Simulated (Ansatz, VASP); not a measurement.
**MgS in VASP and in Ansatz**

```
Mg S
1.0
     3.99625    0.00000    0.00000
     0.00000    5.65155    0.00000
     0.00000    0.00000    3.99625
Mg S
2 2
Direct
  0.00000 0.00000 0.00000
  0.50000 0.50000 0.50000
  0.50000 0.25000 0.00000
  0.00000 0.75000 0.50000
```

Alike in both runs: task single point; functional PBEsol; k mesh 6 × 4 × 6; occupations gaussian, width 0.02 eV; no spin polarisation.

|  | VASP | Ansatz |
| --- | --- | --- |
| version | VASP 6.6.1 | Ansatz 0.2.0 |
| potentials or method | VASP PAW PBE potentials, release 64 (Mg, S), cutoff 600 eV | scalar-relativistic, plane waves, PAW |
| valence electrons in the cell | 16 | 32 |

|  | VASP | Ansatz | Ansatz less VASP |
| --- | --- | --- | --- |
| gap on the k mesh at the Fermi level (eV) | 3.32 | 3.32 | -0.002 |
| least direct gap on the mesh (eV) | 3.32 | 3.32 | -0.002 |
| pressure (GPa) | -0.1 | 0.0 | +0.06 |

VASP's potentials were made for PBE, not for PBEsol, and Ansatz warns of the same on its side. The functional is the same, so the differences come from potentials, cutoffs and numerics. VASP's potentials hold 16 valence electrons a cell and Ansatz's 32, so a difference there can come from the potentials and not from the codes.
